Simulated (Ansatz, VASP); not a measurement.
Two plane-wave programs on SnO

POSCAR

```
SnO
1.0
    3.5778189818      0.0000000000      0.0000000000
    0.0000000000      3.5778189818      0.0000000000
    0.0000000000      0.0000000000      5.4610202828
Sn O
2 2
Direct
    0.0000000000      0.5000000000      0.2385000000
    0.5000000000      0.0000000000      0.7615000000
    0.0000000000      0.0000000000      0.0000000000
    0.5000000000      0.5000000000      0.0000000000
```

Contents of INCAR.step1:

```
SYSTEM = SnO
PREC     = Accurate       ! precision mode
ENCUT    = 520            ! plane-wave cutoff, eV
ISMEAR   = 0              ! smearing method
SIGMA    = 0.03           ! smearing width, eV
LREAL    = .FALSE.        ! projectors in reciprocal space
LASPH    = .TRUE.         ! aspherical terms in the spheres
NELM     = 100            ! most SCF steps
NBANDS   = 28             ! bands
GGA      = PE             ! functional
ALGO     = Normal         ! electronic algorithm
EDIFF    = 1E-4           ! SCF threshold, eV
LWAVE    = .TRUE.         ! write WAVECAR
LCHARG   = .FALSE.        ! write CHGCAR
```

Contents of INCAR.step2:

```
SYSTEM = SnO
PREC     = Accurate       ! precision mode
ENCUT    = 520            ! plane-wave cutoff, eV
EDIFF    = 1E-6           ! SCF threshold, eV
ISMEAR   = 0              ! smearing method
SIGMA    = 0.03           ! smearing width, eV
LREAL    = .FALSE.        ! projectors in reciprocal space
LASPH    = .TRUE.         ! aspherical terms in the spheres
NELM     = 100            ! most SCF steps
ALGO     = Normal         ! electronic algorithm
ISIF     = 2              ! what is computed and relaxed
LWAVE    = .FALSE.        ! write WAVECAR
LCHARG   = .TRUE.         ! write CHGCAR
METAGGA  = R2SCAN         ! meta-GGA
LMIXTAU  = .TRUE.       
LELF     = .TRUE.         ! ELF
LVHAR    = .TRUE.       
NBANDS   = 28             ! bands
ISTART   = 1
```

Contents of KPOINTS:

```
regular mesh
0
G
  10 10 8
  0 0 0
```

Input for Ansatz:

```yaml
crystal:
  lattice:
    - [3.5778189818, 0.0, 0.0]
    - [0.0, 3.5778189818, 0.0]
    - [0.0, 0.0, 5.4610202828]
  atoms:
    - { symbol: Sn, position: [0.0, 0.5, 0.2385] }
    - { symbol: Sn, position: [0.5, 0.0, 0.7615] }
    - { symbol: O, position: [0.0, 0.0, 0.0] }
    - { symbol: O, position: [0.5, 0.5, 0.0] }
basis:
  ecutwfc: 500
kpoints:
  mp_grid: { grid: [10, 10, 8] }
hamiltonian:
  xc: r2scan
scf:
  occupations: { method: gaussian, width: 0.03 }
output:
  forces: true
  stress: true
  eigenvalues: true
```

Alike in both runs: task single point; functional r2SCAN; k mesh 10 × 10 × 8; occupations gaussian, width 0.03 eV; no spin polarisation.

```csv
,VASP,Ansatz
version,VASP 6.6.1,Ansatz 0.2.0
potentials or method,"VASP PAW PBE potentials, release 64 (Sn_d, O), cutoff 520 eV","scalar-relativistic, plane waves, PAW"
valence electrons in the cell,40,40
```

VASP gave:

| Property | Result |
| --- | --- |
| gap on the k mesh at the Fermi level (eV) | none |
| pressure (GPa) | 3.2 |
| traceless stress, the component that is largest in VASP (GPa) | -12.57 |
| rms of the force components (eV/Å) | 0.681 |

Task: Estimate Ansatz's values.

Result: gap on the k mesh at the Fermi level (eV): none; pressure (GPa): 2.6; traceless stress, the component that is largest in VASP (GPa): -12.62; rms of the force components (eV/Å): 0.739.

VASP's potentials were made for PBE, not for r2SCAN. Atom by atom the forces differ by 0.058 eV/Å (rms over components). A gap of «none» marks a metal or a gap that the smearing closes.
